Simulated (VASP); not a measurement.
Crystal: BN.

```
B N
1.0
     2.50643    0.00000    0.00000
    -1.25321    2.17063    0.00000
     0.00000    0.00000    6.61412
B N
2 2
Direct
  0.33333 0.66667 0.25000
  0.66667 0.33333 0.75000
  0.33333 0.66667 0.75000
  0.66667 0.33333 0.25000
```

- Program: VASP 6.6.1
- Task: relaxation of cell and atoms
- Functional: LDA
- Potentials or basis: VASP PAW LDA potentials, release 64 (B, N)
- Cutoff: 600 eV
- k mesh: 12 × 12 × 4
- Occupations: gaussian, width 0.02 eV
- Spin: no spin polarisation

At the start: pressure -5.0 GPa; volume 9.00 Å³/atom.

**Question.** How do energy, volume and symmetry change on relaxing?

**Answer.** Over 9 steps the energy falls by 3.2 meV/atom and the volume is 8.64 Å³/atom (-4.0 %); space group P6_3/mmc (No. 194, to 0.1 Å) before and after.

The path:
| step | energy change (eV) | largest force (eV/Å) | pressure (GPa) | volume (Å³) |
| --- | --- | --- | --- | --- |
| 1 | 0.0000 | 0.0000 | -4.97 | 35.98 |
| 2 | 0.0308 | 0.0000 | 9.89 | 34.55 |
| 3 | -0.0106 | 0.0000 | -0.28 | 35.50 |
| 4 | -0.0106 | 0.0000 | -0.17 | 35.49 |
| 5 | -0.0108 | 0.0000 | -0.15 | 35.43 |
| 6 | -0.0115 | 0.0000 | -0.12 | 35.26 |
| 7 | -0.0124 | 0.0000 | -0.06 | 34.92 |
| 8 | -0.0126 | 0.0000 | 0.14 | 34.23 |
| 9 | -0.0128 | 0.0000 | 0.03 | 34.55 |

Final structure:
```
B N
1.0
     2.49002    0.00000    0.00000
    -1.24501    2.15642    0.00000
     0.00000    0.00000    6.43526
B N
2 2
Direct
  0.33333 0.66667 0.25000
  0.66667 0.33333 0.75000
  0.33333 0.66667 0.75000
  0.66667 0.33333 0.25000
```
